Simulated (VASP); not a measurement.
## AlN: dielectric tensor with PBE

The system is AlN.

```xyz
4
Lattice="3.1067 0.0000 0.0000 -1.5533 2.6905 0.0000 0.0000 0.0000 4.9786" Properties=species:S:1:pos:R:3 pbc="T T T"
Al    0.0000    1.7937   -0.0164
Al    1.5533    0.8968    2.4729
N     0.0000    1.7937    1.8834
N     1.5533    0.8968    4.3727
```

```json
{"Program": "VASP 6.6.1", "Task": "dielectric tensor", "Functional": "PBE", "Potentials or basis": "VASP PAW PBE potentials, release 64 (Al, N)", "Cutoff": "520 eV", "k mesh": "9 × 9 × 4", "Occupations": "gaussian, width 0.01 eV", "Spin": "no spin polarisation", "Dipole correction": "no", "Further INCAR settings": "ALGO = Normal; EDIFF = 1e-08"}
```

```
Band gap on the k mesh                  : 4.24 eV
Electronic dielectric tensor (diagonal) : 4.43, 4.43, 4.65
Born charges (mean of the diagonal)     : Al +2.57; N -2.57 e
```

Levels at points of the mesh, in eV from the valence-band top:
```csv
k point,band 6,band 7,band 8,band 9,band 10,band 11
"(0.00, 0.00, 0.00)",-0.21,-0.21,0.00,4.24,6.70,10.64
"(0.00, 0.00, 0.50)",-0.54,-0.54,-0.54,6.51,6.51,10.35
```

Electronic dielectric tensor:
```
4.43 0.00 0.00
0.00 4.43 0.00
0.00 0.00 4.65
```

Born effective charge tensors (e):
atom 1, Al
```
2.51 0.00 0.00
0.00 2.51 0.00
0.00 0.00 2.67
```
atom 2, Al
```
2.51 0.00 0.00
0.00 2.51 0.00
0.00 0.00 2.67
```
atom 3, N
```
-2.51  0.00  0.00
 0.00 -2.51  0.00
 0.00  0.00 -2.67
```
atom 4, N
```
-2.51  0.00  0.00
 0.00 -2.51  0.00
 0.00  0.00 -2.67
```

Run time: 93 s on 1 thread of Intel(R) Xeon(R) Platinum 8559C (Emerald Rapids) (shared host), peak memory 0.25 GiB.
